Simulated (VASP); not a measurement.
# MgO (Fm-3m) in VASP: a series of runs

The runs below take MgO through single point, with r2SCAN.

All numbers are computed with VASP 6.6.1; they aren't measurements. Logs are shortened: lines on timing, memory, paths and dates and some standing lists are left out, and cuts for length are marked.

### Step 1. The cell of the first run

It takes space group Fm-3m (No. 225, cubic). Conventional cell: a = 4.227 Å, b = 4.227 Å, c = 4.227 Å, α = 90.00°, β = 90.00°, γ = 90.00°. Mg (site symmetry m-3m) has 6 O at 2.11 Å within 2.8 Å. Within 2.8 Å of O (site symmetry m-3m) lie 6 Mg at 2.11 Å.

### Step 2. Single point, r2SCAN

File POSCAR:

```
MgO
1.0
    0.0000000000      2.1135000000      2.1135000000
    2.1135000000      0.0000000000      2.1135000000
    2.1135000000      2.1135000000      0.0000000000
Mg O
1 1
Direct
    0.0000000000      0.0000000000      0.0000000000
    0.5000000000      0.5000000000      0.5000000000
```

File INCAR.step1:

```
SYSTEM = MgO
PREC = Accurate
ENCUT = 660
ISMEAR = 0
SIGMA = 0.15
LREAL = .FALSE.
LASPH = .TRUE.
NELM = 120
NBANDS = 11
GGA = PE
ALGO = Normal
EDIFF = 1E-5
LWAVE = .TRUE.
LCHARG = .FALSE.
GGA_COMPAT = .FALSE.
```

File INCAR.step2:

```
SYSTEM = MgO
PREC = Accurate
ENCUT = 660
EDIFF = 1E-6
ISMEAR = 0
SIGMA = 0.15
LREAL = .FALSE.
LASPH = .TRUE.
NELM = 120
ALGO = Normal
ISIF = 2
LWAVE = .FALSE.
LCHARG = .TRUE.
METAGGA = R2SCAN
LMIXTAU = .TRUE.
LELF = .TRUE.
LVHAR = .TRUE.
NBANDS = 11
ISTART = 1
GGA_COMPAT = .FALSE.
```

File KPOINTS:

```
regular mesh
0
G
  9 9 9
  0 0 0
```

Potentials or basis: VASP PAW PBE potentials, release 64 (Mg, O).

Started as:

```bash
$ cat potpaw_PBE.64/Mg/POTCAR potpaw_PBE.64/O/POTCAR > POTCAR
$ cp INCAR.step1 INCAR
$ mpirun -np 1 vasp_std > vasp.out
$ cp INCAR.step2 INCAR
$ mpirun -np 1 vasp_std > vasp.out
```

OUTCAR:

```text
SYSTEM = MgO
   PREC = Accurate
   ENCUT = 660
   EDIFF = 1E-6
   ISMEAR = 0
   LREAL = .FALSE.
   LASPH = .TRUE.
   NELM = 120
   ISIF = 2
   METAGGA = R2SCAN
   ISTART = 1

 ion  position               nearest neighbor table
   1  0.000  0.000  0.000-   2 2.11   2 2.11   2 2.11   2 2.11   2 2.11   2 2.11
   2  0.500  0.500  0.500-   1 2.11   1 2.11   1 2.11   1 2.11   1 2.11   1 2.11

  LATTYP: Found a face centered cubic cell.
 ALAT       =     4.2270000000

  Lattice vectors:

 A1 = (   0.0000000000,   2.1135000000,   2.1135000000)
 A2 = (   2.1135000000,   0.0000000000,   2.1135000000)
 A3 = (   2.1135000000,   2.1135000000,   0.0000000000)

Analysis of symmetry for initial positions (statically):
=====================================================================
 Subroutine PRICEL returns:
 Original cell was already a primitive cell.

 Routine SETGRP: Setting up the symmetry group for a
 face centered cubic supercell.

 Subroutine GETGRP returns: Found 48 space group operations
 (whereof 48 operations were pure point group operations)
 out of a pool of 48 trial point group operations.

The static configuration has the point symmetry O_h .

Analysis of symmetry for dynamics (positions and initial velocities):
=====================================================================
 Subroutine PRICEL returns:
 Original cell was already a primitive cell.

 Routine SETGRP: Setting up the symmetry group for a
 face centered cubic supercell.

 Subroutine GETGRP returns: Found 48 space group operations
 (whereof 48 operations were pure point group operations)
 out of a pool of 48 trial point group operations.

The dynamic configuration has the point symmetry O_h .

 Subroutine INISYM returns: Found 48 space group operations
 (whereof 48 operations are pure point group operations),
 and found     1 'primitive' translations

----------------------------------------------------------------------------------------

                                     Primitive cell

  volume of cell :      18.8815

  direct lattice vectors                    reciprocal lattice vectors
     0.000000000  2.113500000  2.113500000    -0.236574403  0.236574403  0.236574403
     2.113500000  0.000000000  2.113500000     0.236574403 -0.236574403  0.236574403
     2.113500000  2.113500000  0.000000000     0.236574403  0.236574403 -0.236574403

  length of vectors
     2.988940364  2.988940364  2.988940364     0.409758885  0.409758885  0.409758885

  position of ions in fractional coordinates (direct lattice)
     0.000000000  0.000000000  0.000000000
     0.500000000  0.500000000  0.500000000

  ion indices of the primitive-cell ions
   primitive index   ion index
                 1           1
                 2           2

----------------------------------------------------------------------------------------

 KPOINTS: regular mesh

Automatic generation of k-mesh.
 Grid dimensions read from file:
 generate k-points for:    9    9    9

 Generating k-lattice:

  Cartesian coordinates                     Fractional coordinates (reciprocal lattice)
    -0.026286045  0.026286045  0.026286045     0.111111111  0.000000000  0.000000000
     0.026286045 -0.026286045  0.026286045     0.000000000  0.111111111  0.000000000
     0.026286045  0.026286045 -0.026286045     0.000000000  0.000000000  0.111111111

  Length of vectors
     0.045528765  0.045528765  0.045528765

  Shift w.r.t. Gamma in fractional coordinates (k-lattice)
     0.000000000  0.000000000  0.000000000

 Subroutine IBZKPT returns following result:
 ===========================================

 Found     35 irreducible k-points:

 Following reciprocal coordinates:
            Coordinates               Weight
  0.000000  0.000000  0.000000      1.000000
  0.111111  0.000000  0.000000      8.000000
  0.222222  0.000000  0.000000      8.000000
  0.333333  0.000000  0.000000      8.000000
  0.444444  0.000000  0.000000      8.000000
  0.111111  0.111111  0.000000      6.000000
[... 16 lines left out ...]
 -0.333333  0.333333  0.000000     12.000000
  0.444444  0.444444  0.000000      6.000000
 [... further k-points ...]
   k-points           NKPTS =     35   k-points in BZ     NKDIM =     35   number of bands    NBANDS=     11
   number of dos      NEDOS =    301   number of ions     NIONS =      2
   total plane-waves  NPLWV =  21952
   dimension x,y,z NGX =    28 NGY =   28 NGZ =   28
   dimension x,y,z NGXF=    56 NGYF=   56 NGZF=   56
   ions per type =               1   1
   NGX,Y,Z   is equivalent  to a cutoff of  15.57, 15.57, 15.57 a.u.
   NGXF,Y,Z  is equivalent  to a cutoff of  31.15, 31.15, 31.15 a.u.
 SYSTEM =  MgO
   PREC   = accura    normal or accurate (medium, high low for compatibility)
   ISTART =      1    job   : 0-new  1-cont  2-samecut
   ICHARG =      0    charge: 1-file 2-atom 10-const
   ISPIN  =      1    spin polarized calculation?
   LNONCOLLINEAR =      F non collinear calculations
   LSORBIT =      F    spin-orbit coupling
   LASPH  =      T    aspherical Exc in radial PAW
   ENCUT  =  660.0 eV  48.51 Ry    6.96 a.u.   6.26  6.26  6.26*2*pi/ulx,y,z
   NELM   =    120;   NELMIN=  2; NELMDL=  0     # of ELM steps
   EDIFF  = 0.1E-05   stopping-criterion for ELM
   LREAL  =      F    real-space projection
   EDIFFG = 0.1E-04   stopping-criterion for IOM
   NSW    =      0    number of steps for IOM
   IBRION =     -1    ionic relax: 0-MD 1-quasi-New 2-CG
   NFREE  =      0    steps in history (QN), initial steepest desc. (CG)
   ISIF   =      2    stress and relaxation
   ISYM   =      2    0-nonsym 1-usesym 2-fastsym
   POTIM  = 0.5000    time-step for ionic-motion
   TEBEG  =    0.0;   TEEND  =   0.0 temperature during run
   PSTRESS=    0.0 pullay stress
   NELECT =       8.0000    total number of electrons
   NUPDOWN=      -1.0000    fix difference up-down
   EMIN   =  10.00;   EMAX   =-10.00  energy-range for DOS
   EFERMI =   0.00;   METHOD = LEGACY
   ISMEAR =     0;   SIGMA  =   0.15  broadening in eV -4-tet -1-fermi 0-gaus
   EFERMI_NEDOS =   21; number of points for ismear=-14 and -15
   IALGO  =     38    algorithm
   IMIX   =      4    mixing-type and parameters
     AMIX     =   0.40;   BMIX     =  1.00
     AMIX_MAG =   1.60;   BMIX_MAG =  1.00
  volume/ion in A,a.u.               =       9.44        63.71
  Fermi-wavevector in a.u.,A,eV,Ry     =   1.229587  2.323582 20.570431  1.511884
  Thomas-Fermi vector in A             =   2.364468
   LORBIT       =      0    0 simple, 1 ext, 2 COOP (PROOUT), +10 PAW based schemes
   METAGGA = R2SCAN    functional components
   LHFCALC =     F    Hartree Fock is set to
   AEXX    =    0.0000 exact exchange contribution
   IVDW    =     0    specifies the selected vdW correction
   LEPSILON=     F    determine dielectric tensor
   LRPA    =     F    only Hartree local field effects (RPA)
 non-spin polarized calculation
 Gauss-broadening in eV      SIGMA  =   0.15
  energy-cutoff  :      660.00
  volume of cell :       18.88
 maximum number of plane-waves:       745
 NGX is ok and might be reduce to    28
   NGX = 13   NGY = 13   NGZ = 13

 number of electron       8.0000000 magnetization

 Free energy of the ion-electron system (eV)
  ---------------------------------------------------
  ext. energy  EPLUGINS =         0.00000000
  ---------------------------------------------------
  free energy    TOTEN  =       -16.16306808 eV

  energy without entropy =      -16.16306808  energy(sigma->0) =      -16.16306808

 E-fermi :   3.3158     XC(G=0): -11.5377

 val. band max:        2.6953945284   @ k =   0.0000   0.0000   0.0000
 cond. band min:       8.1971445837   @ k =   0.0000   0.0000   0.0000
 fundamental gap:      5.5017500553
 Fermi energy:         3.3158325086

 k-point     1 :       0.0000    0.0000    0.0000
  band No.  band energies     occupation
      1     -15.4488      2.00000
      2       2.6954      2.00000
      3       2.6954      2.00000
      4       2.6954      2.00000
      5       8.1971      0.00000
      6      19.4718      0.00000
      7      19.4718      0.00000
      8      19.4718      0.00000
      9      23.5884      0.00000
     10      25.3432      0.00000
     11      25.3432      0.00000

 k-point     2 :       0.1111    0.0000    0.0000
  band No.  band energies     occupation
      1     -15.3238      2.00000
      2       1.9429      2.00000
      3       2.6122      2.00000
      4       2.6122      2.00000
      5       8.9356      0.00000
      6      18.0394      0.00000
      7      19.7730      0.00000
      8      19.7730      0.00000
      9      24.4979      0.00000
     10      24.4979      0.00000
     11      25.5094      0.00000

 k-point     3 :       0.2222    0.0000    0.0000
  band No.  band energies     occupation
      1     -14.9893      2.00000
      2       0.4586      2.00000
      3       2.4091      2.00000
      4       2.4091      2.00000
      5      10.2863      0.00000
      6      16.4853      0.00000
      7      20.3010      0.00000
      8      20.3010      0.00000
      9      23.8961      0.00000
     10      23.8961      0.00000
     11      26.1568      0.00000
[... 267 lines left out ...]
 k-point    23 :      -0.3333    0.3333    0.0000
  band No.  band energies     occupation
      1     -14.0097      2.00000
      2      -0.4869      2.00000
      3      -0.3417      2.00000
      4       1.6875      2.00000
      5      13.9064      0.00000
      6      15.9098      0.00000
      7      16.2604      0.00000
      8      21.5930      0.00000
      9      22.6023      0.00000
     10      27.0540      0.00000
     11      31.6422      0.00000

 k-point    24 :       0.4444    0.4444    0.0000
  band No.  band energies     occupation
      1     -14.0278      2.00000
      2      -1.2885      2.00000
      3       1.3712      2.00000
      4       1.3712      2.00000
      5      12.8213      0.00000
      6      13.6109      0.00000
      7      16.8764      0.00000
      8      22.7971      0.00000
      9      22.7971      0.00000
     10      29.3948      0.00000
     11      30.4714      0.00000

 [... further k-points ...]

------------------------ aborting loop because EDIFF is reached ----------------------------------------

  FORCE on cell =-STRESS in cart. coord.  units (eV):
  Direction    XX          YY          ZZ          XY          YZ          ZX
  --------------------------------------------------------------------------------------
  -------------------------------------------------------------------------------------
  Total       -0.4740636     -0.4740636     -0.4740636      0.0000000      0.0000000      0.0000000
  in kB      -40.2263333    -40.2263333    -40.2263333      0.0000000      0.0000000      0.0000000
  external PRESSURE =     -40.2263333 kB  Pullay stress =       0.0000000 kB

 VOLUME and BASIS-vectors are now :
 -----------------------------------------------------------------------------
  energy-cutoff  :      660.00
  volume of cell :       18.88
      direct lattice vectors                 reciprocal lattice vectors
     0.000000000  2.113500000  2.113500000    -0.236574403  0.236574403  0.236574403
     2.113500000  0.000000000  2.113500000     0.236574403 -0.236574403  0.236574403
     2.113500000  2.113500000  0.000000000     0.236574403  0.236574403 -0.236574403

 POSITION                                       TOTAL-FORCE (eV/Angst)
 -----------------------------------------------------------------------------------
      0.00000      0.00000      0.00000         0.000000      0.000000     -0.000000
      2.11350      2.11350      2.11350        -0.000000     -0.000000      0.000000
 -----------------------------------------------------------------------------------
    total drift:                                0.000000      0.000000      0.000000

  FREE ENERGIE OF THE ION-ELECTRON SYSTEM (eV)
  ---------------------------------------------------
  free  energy   TOTEN  =       -16.1630680814 eV

  energy  without entropy=      -16.1630680814  energy(sigma->0) =      -16.16306808
```

It took 38 s on 1 thread of Intel Xeon Platinum 8488C (Sapphire Rapids), shared host; peak memory 0.17 GiB.

Results:

- Free energy: -16.1631 eV
- Pressure: -4.0 GPa
- Band gap on the k mesh: 5.50 eV

Caveat: the cell stands under tension; the PAW data sets were made with another functional, which shifts forces and pressure a little. r2SCAN opens gaps a little over a GGA but as a rule still falls short of measured ones.

### Step 3. Single point, r2SCAN

POSCAR is that of step 2.

File INCAR.step1:

```
SYSTEM = MgO
  PREC = Accurate
  ENCUT = 660
  ISMEAR = 0
  SIGMA = 0.1
  LREAL = .FALSE.
  LASPH = .TRUE.
  NELM = 120
  NBANDS = 11
  GGA = PE
  ALGO = Normal
  EDIFF = 1E-5
  LWAVE = .TRUE.
  LCHARG = .FALSE.
  GGA_COMPAT = .FALSE.
```

File INCAR.step2:

```
SYSTEM = MgO
  PREC = Accurate
  ENCUT = 660
  EDIFF = 1E-6
  ISMEAR = 0
  SIGMA = 0.1
  LREAL = .FALSE.
  LASPH = .TRUE.
  NELM = 120
  ALGO = Normal
  ISIF = 2
  LWAVE = .FALSE.
  LCHARG = .TRUE.
  METAGGA = R2SCAN
  LMIXTAU = .TRUE.
  LELF = .TRUE.
  LVHAR = .TRUE.
  NBANDS = 11
  ISTART = 1
  GGA_COMPAT = .FALSE.
```

File KPOINTS:

```
Automatic mesh
0
G
  9 9 9
  0 0 0
```

Potentials or basis: VASP PAW PBE potentials, release 64 (Mg, O).

Started as:

```bash
$ cat potpaw_PBE.64/Mg/POTCAR potpaw_PBE.64/O/POTCAR > POTCAR
$ cp INCAR.step1 INCAR
$ mpirun -np 1 vasp_std > vasp.out
$ cp INCAR.step2 INCAR
$ mpirun -np 1 vasp_std > vasp.out
```

OUTCAR:

```text
SYSTEM = MgO
   PREC = Accurate
   ENCUT = 660
   EDIFF = 1E-6
   ISMEAR = 0
   LREAL = .FALSE.
   LASPH = .TRUE.
   NELM = 120
   ISIF = 2
   METAGGA = R2SCAN
   ISTART = 1

 ion  position               nearest neighbor table
   1  0.000  0.000  0.000-   2 2.11   2 2.11   2 2.11   2 2.11   2 2.11   2 2.11
   2  0.500  0.500  0.500-   1 2.11   1 2.11   1 2.11   1 2.11   1 2.11   1 2.11

  LATTYP: Found a face centered cubic cell.
 ALAT       =     4.2270000000

  Lattice vectors:

 A1 = (   0.0000000000,   2.1135000000,   2.1135000000)
 A2 = (   2.1135000000,   0.0000000000,   2.1135000000)
 A3 = (   2.1135000000,   2.1135000000,   0.0000000000)

Analysis of symmetry for initial positions (statically):
=====================================================================
 Subroutine PRICEL returns:
 Original cell was already a primitive cell.

 Routine SETGRP: Setting up the symmetry group for a
 face centered cubic supercell.

 Subroutine GETGRP returns: Found 48 space group operations
 (whereof 48 operations were pure point group operations)
 out of a pool of 48 trial point group operations.

The static configuration has the point symmetry O_h .

[... 172 lines left out ...]
      3       2.6954      2.00000
      4       2.6954      2.00000
      5       8.1971      0.00000
      6      19.4718      0.00000
      7      19.4718      0.00000
      8      19.4718      0.00000
      9      23.5884      0.00000
     10      25.3432      0.00000
     11      25.3432      0.00000
[... 309 lines left out ...]
 k-point    24 :       0.4444    0.4444    0.0000
  band No.  band energies     occupation
      1     -14.0278      2.00000
      2      -1.2885      2.00000
      3       1.3712      2.00000
      4       1.3712      2.00000
      5      12.8213      0.00000
      6      13.6109      0.00000
      7      16.8764      0.00000
      8      22.7971      0.00000
      9      22.7971      0.00000
     10      29.3948      0.00000
     11      30.4714      0.00000

 [... further k-points ...]

------------------------ aborting loop because EDIFF is reached ----------------------------------------

  FORCE on cell =-STRESS in cart. coord.  units (eV):
  Direction    XX          YY          ZZ          XY          YZ          ZX
  --------------------------------------------------------------------------------------
  -------------------------------------------------------------------------------------
  Total       -0.4740636     -0.4740636     -0.4740636      0.0000000      0.0000000      0.0000000
  in kB      -40.2263335    -40.2263335    -40.2263335      0.0000000      0.0000000      0.0000000
  external PRESSURE =     -40.2263335 kB  Pullay stress =       0.0000000 kB

 VOLUME and BASIS-vectors are now :
 -----------------------------------------------------------------------------
  energy-cutoff  :      660.00
  volume of cell :       18.88
      direct lattice vectors                 reciprocal lattice vectors
     0.000000000  2.113500000  2.113500000    -0.236574403  0.236574403  0.236574403
     2.113500000  0.000000000  2.113500000     0.236574403 -0.236574403  0.236574403
     2.113500000  2.113500000  0.000000000     0.236574403  0.236574403 -0.236574403

 POSITION                                       TOTAL-FORCE (eV/Angst)
 -----------------------------------------------------------------------------------
      0.00000      0.00000      0.00000        -0.000000     -0.000000     -0.000000
      2.11350      2.11350      2.11350         0.000000      0.000000      0.000000
 -----------------------------------------------------------------------------------
    total drift:                                0.000000      0.000000      0.000000

  FREE ENERGIE OF THE ION-ELECTRON SYSTEM (eV)
  ---------------------------------------------------
  free  energy   TOTEN  =       -16.1630680813 eV

  energy  without entropy=      -16.1630680813  energy(sigma->0) =      -16.16306808
```

Wall time 38 s (1 thread of Intel Xeon Platinum 8488C (Sapphire Rapids), shared host); peak memory 0.17 GiB.

Results:

```yaml
Free_energy: -16.1631 eV
Pressure: -4.0 GPa
Band_gap_on_the_k_mesh: 5.50 eV
```

Caveat: the cell stands under tension; the PAW data sets were made with another functional, which shifts forces and pressure a little.

(Part 1 of 2 ends here.)
